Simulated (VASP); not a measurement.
# Au (Fm-3m) in VASP: notebook, part 2 of 2

VASP 6.6.1. The steps go on from the part before.

## (4) Single point, r2SCAN

This run uses another cell than the first one, of 18.14 Å³/atom, 1.035 times its volume.

The input, POSCAR:

```
Au
1.0
    0.0000000000      2.0856442700      2.0856442700
    2.0856442700      0.0000000000      2.0856442700
    2.0856442700      2.0856442700      0.0000000000
Au
1
Direct
    0.0000000000      0.0000000000      0.0000000000
```

The input, INCAR.step1:

```
  ALGO = Normal
  EDIFF = 1E-5
  ENCUT = 550
  GGA = PE
  GGA_COMPAT = F
  ISMEAR = 0
  LASPH = T
  LCHARG = F
  LREAL = F
  LWAVE = T
  NBANDS = 12
  NELM = 120
  PREC = Accurate
  SIGMA = 0.1
```

The input, INCAR.step2:

```
  ALGO = Normal
  EDIFF = 1E-6
  ENCUT = 550
  GGA_COMPAT = F
  ISIF = 2
  ISMEAR = 0
  ISTART = 1
  LASPH = T
  LCHARG = F
  LMIXTAU = T
  LREAL = F
  LWAVE = F
  METAGGA = R2SCAN
  NBANDS = 12
  NELM = 120
  PREC = Accurate
  SIGMA = 0.1
```

The input, KPOINTS:

```
k-points
0
Gamma
  8 8 8
```

Potentials or basis: VASP PAW PBE potentials, release 64 (Au).

On the command line:

```sh
> cat potpaw_PBE.64/Au/POTCAR > POTCAR
> cp INCAR.step1 INCAR
> mpirun -np 1 vasp_std > vasp.out
> cp INCAR.step2 INCAR
> mpirun -np 1 vasp_std > vasp.out
```

OUTCAR:

```text
EDIFF = 1E-6
   ENCUT = 550
   ISIF = 2
   ISMEAR = 0
   ISTART = 1
   LASPH = T
   LREAL = F
   METAGGA = R2SCAN
   NELM = 120
   PREC = Accurate

 ion  position               nearest neighbor table
   1  0.000  0.000  0.000-

  LATTYP: Found a face centered cubic cell.
 ALAT       =     4.1712885400

  Lattice vectors:

 A1 = (   0.0000000000,   2.0856442700,   2.0856442700)
 A2 = (   2.0856442700,   0.0000000000,   2.0856442700)
 A3 = (   2.0856442700,   2.0856442700,   0.0000000000)

Analysis of symmetry for initial positions (statically):
=====================================================================
 Subroutine PRICEL returns:
 Original cell was already a primitive cell.

 Routine SETGRP: Setting up the symmetry group for a
 face centered cubic supercell.

 Subroutine GETGRP returns: Found 48 space group operations
 (whereof 48 operations were pure point group operations)
 out of a pool of 48 trial point group operations.

The static configuration has the point symmetry O_h .

Analysis of symmetry for dynamics (positions and initial velocities):
=====================================================================
 Subroutine PRICEL returns:
 Original cell was already a primitive cell.

 Routine SETGRP: Setting up the symmetry group for a
 face centered cubic supercell.

 Subroutine GETGRP returns: Found 48 space group operations
 (whereof 48 operations were pure point group operations)
 out of a pool of 48 trial point group operations.

The dynamic configuration has the point symmetry O_h .

 Subroutine INISYM returns: Found 48 space group operations
 (whereof 48 operations are pure point group operations),
 and found     1 'primitive' translations

----------------------------------------------------------------------------------------

                                     Primitive cell

  volume of cell :      18.1447

  direct lattice vectors                    reciprocal lattice vectors
     0.000000000  2.085644270  2.085644270    -0.239734075  0.239734075  0.239734075
     2.085644270  0.000000000  2.085644270     0.239734075 -0.239734075  0.239734075
     2.085644270  2.085644270  0.000000000     0.239734075  0.239734075 -0.239734075

  length of vectors
     2.949546413  2.949546413  2.949546413     0.415231598  0.415231598  0.415231598

  position of ions in fractional coordinates (direct lattice)
     0.000000000  0.000000000  0.000000000

  ion indices of the primitive-cell ions
   primitive index   ion index
                 1           1

----------------------------------------------------------------------------------------

 KPOINTS: k-points

Automatic generation of k-mesh.
 Grid dimensions read from file:
 generate k-points for:    8    8    8

 Generating k-lattice:

  Cartesian coordinates                     Fractional coordinates (reciprocal lattice)
    -0.029966759  0.029966759  0.029966759     0.125000000  0.000000000  0.000000000
     0.029966759 -0.029966759  0.029966759     0.000000000  0.125000000  0.000000000
     0.029966759  0.029966759 -0.029966759     0.000000000  0.000000000  0.125000000

  Length of vectors
     0.051903950  0.051903950  0.051903950

  Shift w.r.t. Gamma in fractional coordinates (k-lattice)
     0.000000000  0.000000000  0.000000000

 Subroutine IBZKPT returns following result:
 ===========================================

 Found     29 irreducible k-points:

 Following reciprocal coordinates:
            Coordinates               Weight
  0.000000  0.000000  0.000000      1.000000
  0.125000  0.000000  0.000000      8.000000
  0.250000  0.000000  0.000000      8.000000
  0.375000  0.000000  0.000000      8.000000
  0.500000  0.000000  0.000000      4.000000
  0.125000  0.125000  0.000000      6.000000
[... 16 lines left out ...]
  0.500000  0.250000  0.125000     48.000000
 -0.375000  0.250000  0.125000     24.000000
 [... further k-points ...]
   k-points           NKPTS =     29   k-points in BZ     NKDIM =     29   number of bands    NBANDS=     12
   number of dos      NEDOS =    301   number of ions     NIONS =      1
   total plane-waves  NPLWV =  13824
   dimension x,y,z NGX =    24 NGY =   24 NGZ =   24
   dimension x,y,z NGXF=    48 NGYF=   48 NGZF=   48
   ions per type =               1
   NGX,Y,Z   is equivalent  to a cutoff of  13.53, 13.53, 13.53 a.u.
   NGXF,Y,Z  is equivalent  to a cutoff of  27.05, 27.05, 27.05 a.u.
 SYSTEM =  unknown system
   PREC   = accura    normal or accurate (medium, high low for compatibility)
   ISTART =      1    job   : 0-new  1-cont  2-samecut
   ICHARG =      0    charge: 1-file 2-atom 10-const
   ISPIN  =      1    spin polarized calculation?
   LNONCOLLINEAR =      F non collinear calculations
   LSORBIT =      F    spin-orbit coupling
   LASPH  =      T    aspherical Exc in radial PAW
   ENCUT  =  550.0 eV  40.42 Ry    6.36 a.u.   5.64  5.64  5.64*2*pi/ulx,y,z
   NELM   =    120;   NELMIN=  2; NELMDL=  0     # of ELM steps
   EDIFF  = 0.1E-05   stopping-criterion for ELM
   LREAL  =      F    real-space projection
   EDIFFG = 0.1E-04   stopping-criterion for IOM
   NSW    =      0    number of steps for IOM
   IBRION =     -1    ionic relax: 0-MD 1-quasi-New 2-CG
   NFREE  =      0    steps in history (QN), initial steepest desc. (CG)
   ISIF   =      2    stress and relaxation
   ISYM   =      2    0-nonsym 1-usesym 2-fastsym
   POTIM  = 0.5000    time-step for ionic-motion
   TEBEG  =    0.0;   TEEND  =   0.0 temperature during run
   PSTRESS=    0.0 pullay stress
   NELECT =      11.0000    total number of electrons
   NUPDOWN=      -1.0000    fix difference up-down
   EMIN   =  10.00;   EMAX   =-10.00  energy-range for DOS
   EFERMI =   0.00;   METHOD = LEGACY
   ISMEAR =     0;   SIGMA  =   0.10  broadening in eV -4-tet -1-fermi 0-gaus
   EFERMI_NEDOS =   21; number of points for ismear=-14 and -15
   IALGO  =     38    algorithm
   IMIX   =      4    mixing-type and parameters
     AMIX     =   0.40;   BMIX     =  1.00
     AMIX_MAG =   1.60;   BMIX_MAG =  1.00
  volume/ion in A,a.u.               =      18.14       122.45
  Fermi-wavevector in a.u.,A,eV,Ry     =   1.385550  2.618310 26.119763  1.919748
  Thomas-Fermi vector in A             =   2.509949
   LORBIT       =      0    0 simple, 1 ext, 2 COOP (PROOUT), +10 PAW based schemes
   METAGGA = R2SCAN    functional components
   LHFCALC =     F    Hartree Fock is set to
   AEXX    =    0.0000 exact exchange contribution
   IVDW    =     0    specifies the selected vdW correction
   LEPSILON=     F    determine dielectric tensor
   LRPA    =     F    only Hartree local field effects (RPA)
 non-spin polarized calculation
 Gauss-broadening in eV      SIGMA  =   0.10
  energy-cutoff  :      550.00
  volume of cell :       18.14
 maximum number of plane-waves:       544
   NGX = 11   NGY = 11   NGZ = 11

 number of electron      11.0000001 magnetization

 Free energy of the ion-electron system (eV)
  ---------------------------------------------------
  ext. energy  EPLUGINS =         0.00000000
  ---------------------------------------------------
  free energy    TOTEN  =       -50.55421091 eV

  energy without entropy =      -50.55116167  energy(sigma->0) =      -50.55268629

 E-fermi :   8.1913     XC(G=0): -13.1822

 val. band max:        8.1167803786   @ k =   0.5000   0.2500   0.1250
 cond. band min:       8.4271998367   @ k =   0.5000   0.3750   0.1250
 fundamental gap:      0.3104194581
 Fermi energy:         8.1912980215

 k-point     1 :       0.0000    0.0000    0.0000
  band No.  band energies     occupation
      1      -1.0954      2.00000
      2       3.7080      2.00000
      3       3.7080      2.00000
      4       3.7080      2.00000
      5       5.0786      2.00000
      6       5.0786      2.00000
      7      23.7118      0.00000
      8      27.4038      0.00000
      9      27.4038      0.00000
     10      27.4038      0.00000
     11      32.4595      0.00000
     12      36.2858      0.00000

 k-point     2 :       0.1250    0.0000    0.0000
  band No.  band energies     occupation
      1      -0.5749      2.00000
      2       3.5776      2.00000
      3       3.8612      2.00000
      4       3.8612      2.00000
      5       5.0296      2.00000
      6       5.0296      2.00000
      7      23.9176      0.00000
      8      24.8906      0.00000
      9      27.9052      0.00000
     10      27.9052      0.00000
     11      32.0243      0.00000
     12      34.1274      0.00000
[... 316 lines left out ...]
 k-point    24 :      -0.3750    0.2500    0.1250
  band No.  band energies     occupation
      1       2.2637      2.00000
      2       3.1238      2.00000
      3       4.2046      2.00000
      4       4.4807      2.00000
      5       6.0788      2.00000
      6      11.1132      0.00000
      7      11.2311      0.00000
      8      20.5299      0.00000
      9      21.7055      0.00000
     10      26.5167      0.00000
     11      32.5225      0.00000
     12      35.7358      0.00000

 [... further k-points ...]
[... 5 lines left out ...]
  --------------------------------------------------------------------------------------
  -------------------------------------------------------------------------------------
  Total       -0.4351388     -0.4351388     -0.4351388     -0.0000000     -0.0000000      0.0000000
  in kB      -38.4226855    -38.4226855    -38.4226855     -0.0000000     -0.0000000      0.0000000
  external PRESSURE =     -38.4226855 kB  Pullay stress =       0.0000000 kB

 VOLUME and BASIS-vectors are now :
 -----------------------------------------------------------------------------
  energy-cutoff  :      550.00
  volume of cell :       18.14
      direct lattice vectors                 reciprocal lattice vectors
     0.000000000  2.085644270  2.085644270    -0.239734075  0.239734075  0.239734075
     2.085644270  0.000000000  2.085644270     0.239734075 -0.239734075  0.239734075
     2.085644270  2.085644270  0.000000000     0.239734075  0.239734075 -0.239734075

 POSITION                                       TOTAL-FORCE (eV/Angst)
 -----------------------------------------------------------------------------------
      0.00000      0.00000      0.00000         0.000000     -0.000000     -0.000000
 -----------------------------------------------------------------------------------
    total drift:                               -0.000000     -0.000000     -0.000000

  FREE ENERGIE OF THE ION-ELECTRON SYSTEM (eV)
  ---------------------------------------------------
  free  energy   TOTEN  =       -50.5542109054 eV

  energy  without entropy=      -50.5511616694  energy(sigma->0) =      -50.55268629
```

Run time: 84 s. Hardware: 1 thread of AMD EPYC 7R13, shared host; peak memory 0.12 GiB.

Results:

- Free energy: -50.5542 eV
- Pressure: -3.8 GPa

Caveat: the PAW data sets were made with another functional, which shifts forces and pressure a little; spin-orbit coupling is left out, which moves the levels of the heavy elements.

## (5) The runs side by side

```tsv
task	cell	k mesh	cutoff (eV)	gap on the mesh (eV)	pressure (GPa)
single point	a = 2.916 Å, angles 60.0°, 1 atom	18 × 18 × 18	520	none	0.2
relaxation of cell and atoms	relaxed from a = 2.950 Å, angles 60.0°, 1 atom	18 × 18 × 18	600	none	0.0
single point	a = 2.950 Å, angles 60.0°, 1 atom	8 × 8 × 8	550	none	-3.8
```

Alike in all rows: level r2SCAN; potentials or basis VASP PAW PBE potentials, release 64 (Au); no spin polarisation; smearing gaussian 0.1 eV.

Caveats: the PAW data sets were made with another functional, which shifts forces and pressure a little; spin-orbit coupling is left out, which moves the levels of the heavy elements.

Total energies depend on the potentials used, so only differences within one code and one set of settings carry meaning.
